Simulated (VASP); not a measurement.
Input of a VASP 6.6.1 run:

The input INCAR:

```
SYSTEM = Hf5Cl2
PREC = Accurate
ENCUT = 520
EDIFF = 1E-7
ISMEAR = 0
SIGMA = 0.1
LREAL = .FALSE.
LASPH = .TRUE.
NELM = 100
ALGO = Fast
ISIF = 2
LWAVE = .FALSE.
LCHARG = .FALSE.
GGA = PE
NBANDS = 77
```

KPOINTS

```
Automatic mesh
0
G
  12 12 1
  0 0 0
```

The input POSCAR:

```
Hf5Cl2
1.0
    3.2938761729      0.0000000000      0.0000000000
   -1.6469380865      2.8525804426      0.0000000000
    0.0000000000      0.0000000000     35.2631161246
Hf Cl
10 4
Direct
    0.3333333333      0.6666666667      0.1101474807
    0.3333333333      0.6666666667      0.2500000000
    0.0000000000      0.0000000000      0.1784476297
    0.3333333333      0.6666666667      0.3898525193
    0.0000000000      0.0000000000      0.3215523703
    0.6666666667      0.3333333333      0.8898525193
    0.0000000000      0.0000000000      0.8215523703
    0.6666666667      0.3333333333      0.6101474807
    0.6666666667      0.3333333333      0.7500000000
    0.0000000000      0.0000000000      0.6784476297
    0.6666666667      0.3333333333      0.0592135210
    0.6666666667      0.3333333333      0.4407864790
    0.3333333333      0.6666666667      0.9407864790
    0.3333333333      0.6666666667      0.5592135210
```

Potentials or basis: VASP PAW PBE potentials, release 64 (Hf_pv, Cl).

Launch:

```bash
$ cat potpaw_PBE.64/Hf_pv/POTCAR potpaw_PBE.64/Cl/POTCAR > POTCAR
$ mpirun -np 1 vasp_std > vasp.out
```

**Question.** What does it give for the largest force?

**Answer.** 0.059 eV/Å.

**Question.** Estimate the pressure.

**Answer.** -0.5 GPa.

Forces on the atoms (eV/Å):
```
Hf   0.000  0.000 -0.021
Hf   0.000  0.000  0.000
Hf   0.000  0.000 -0.013
Hf   0.000  0.000  0.021
Hf   0.000  0.000  0.013
Hf   0.000  0.000  0.021
Hf   0.000  0.000  0.013
Hf   0.000  0.000 -0.021
Hf   0.000  0.000  0.000
Hf   0.000  0.000 -0.013
Cl   0.000  0.000  0.059
Cl   0.000  0.000 -0.059
Cl   0.000  0.000 -0.059
Cl   0.000  0.000  0.059
```

Caveat: this functional lacks dispersion, which binds layers or chains, so the pressure and a relaxed spacing across them are unreliable.
